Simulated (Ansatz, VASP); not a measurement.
# Two plane-wave programs on Ti

File POSCAR:

```
Ti
1.0
    4.5673748300      0.0000000000      0.0000000000
   -2.2836874200      3.9554626300      0.0000000000
    0.0000000000      0.0000000000      2.8262442700
Ti
3
Direct
    0.0000000000      0.0000000000      0.0000000000
    0.3333333300      0.6666666700      0.5000000000
    0.6666666700      0.3333333300      0.5000000000
```

Contents of INCAR.step1:

```
PREC = Accurate ; ENCUT = 520
ISMEAR = 0 ; SIGMA = 0.1
LREAL = F ; LASPH = T
NELM = 60 ; NBANDS = 25
GGA = PE ; ALGO = Normal
EDIFF = 1E-4 ; LWAVE = T
LCHARG = F
```

INCAR.step2

```
PREC = Accurate ; ENCUT = 520
EDIFF = 1E-6 ; ISMEAR = 0
SIGMA = 0.1 ; LREAL = F
LASPH = T ; NELM = 60
ALGO = Normal ; ISIF = 2
LWAVE = F ; LCHARG = F
METAGGA = R2SCAN ; LMIXTAU = T
NBANDS = 25 ; ISTART = 1
```

KPOINTS

```
Automatic mesh
0
Gamma
  6 6 6
```

Input for Ansatz:

```yaml
crystal:
  lattice:
    - [4.56737483, 0.0, 0.0]
    - [-2.28368742, 3.95546263, 0.0]
    - [0.0, 0.0, 2.82624427]
  atoms:
    - { symbol: Ti, position: [0.0, 0.0, 0.0] }
    - { symbol: Ti, position: [0.33333333, 0.66666667, 0.5] }
    - { symbol: Ti, position: [0.66666667, 0.33333333, 0.5] }
basis:
  ecutwfc: 500
kpoints:
  mp_grid: { grid: [6, 6, 6] }
hamiltonian:
  xc: r2scan
  pseudopotentials: { kind: paw, azcp: { folder: soft_1 } }
scf:
  occupations: { method: gaussian, width: 0.1 }
output:
  forces: true
  stress: true
  eigenvalues: true
```

Alike in both runs: task single point; functional r2SCAN; k mesh 6 × 6 × 6; occupations gaussian, width 0.1 eV; no spin polarisation.

|  | VASP | Ansatz |
| --- | --- | --- |
| version | VASP 6.6.1 | Ansatz 0.2.0 |
| potentials or method | VASP PAW PBE potentials, release 64 (Ti_sv), cutoff 520 eV | scalar-relativistic, plane waves, PAW |
| valence electrons in the cell | 36 | 36 |

Ansatz gave:

* gap on the k mesh at the Fermi level (eV): none
* pressure (GPa): 0.0
* traceless stress, the component that is largest in VASP (GPa): -0.11

Problem. Which values does VASP return?

Solution. gap on the k mesh at the Fermi level (eV): none; pressure (GPa): 0.4; traceless stress, the component that is largest in VASP (GPa): -0.16.

VASP's potentials were made for PBE, not for r2SCAN. A gap of «none» marks a metal or a gap that the smearing closes. The functional is the same, so the differences come from potentials, cutoffs and numerics.

The k mesh is coarse, so the values compare programs but aren't converged.
